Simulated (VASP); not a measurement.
The system is Te.

```xyz
2
Lattice="0.0000 3.3892 3.3892 3.3892 0.0000 3.3892 3.3892 3.3892 0.0000" Properties=species:S:1:pos:R:3 pbc="T T T"
Te    0.8473    0.8473    0.8473
Te    5.9310    5.9310    5.9310
```

This isn't the form of Te at room conditions, which is trigonal, of chains.

| Quantity | Value |
| --- | --- |
| Program | VASP 6.6.1 |
| Task | relaxation of cell and atoms |
| Functional | LDA |
| Potentials or basis | VASP PAW LDA potentials, release 64 (Te) |
| Cutoff | 600 eV |
| k mesh | 8 × 8 × 8 |
| Occupations | fermi-dirac, width 0.1 eV |
| Spin | no spin polarisation |

At the start: pressure 4.0 GPa; volume 38.93 Å³/atom.

Question: How do energy, volume and symmetry change on relaxing?

Answer: Over 3 steps the energy falls by 45.7 meV/atom and the volume is 42.94 Å³/atom (+10.3 %); space group Fd-3m (No. 227, to 0.1 Å) before and after.

Step by step:
| step | energy change (eV) | largest force (eV/Å) | pressure (GPa) | volume (Å³) |
| --- | --- | --- | --- | --- |
| 1 | 0.0000 | 0.0000 | 3.97 | 77.86 |
| 2 | -0.0791 | 0.0000 | -1.14 | 89.26 |
| 3 | -0.0914 | 0.0000 | 0.02 | 85.88 |

Final structure:
```
CELL_PARAMETERS angstrom
0.00000 3.50179 3.50179
3.50179 0.00000 3.50179
3.50179 3.50179 0.00000
ATOMIC_POSITIONS crystal
Te 0.12500 0.12500 0.12500
Te 0.87500 0.87500 0.87500
```
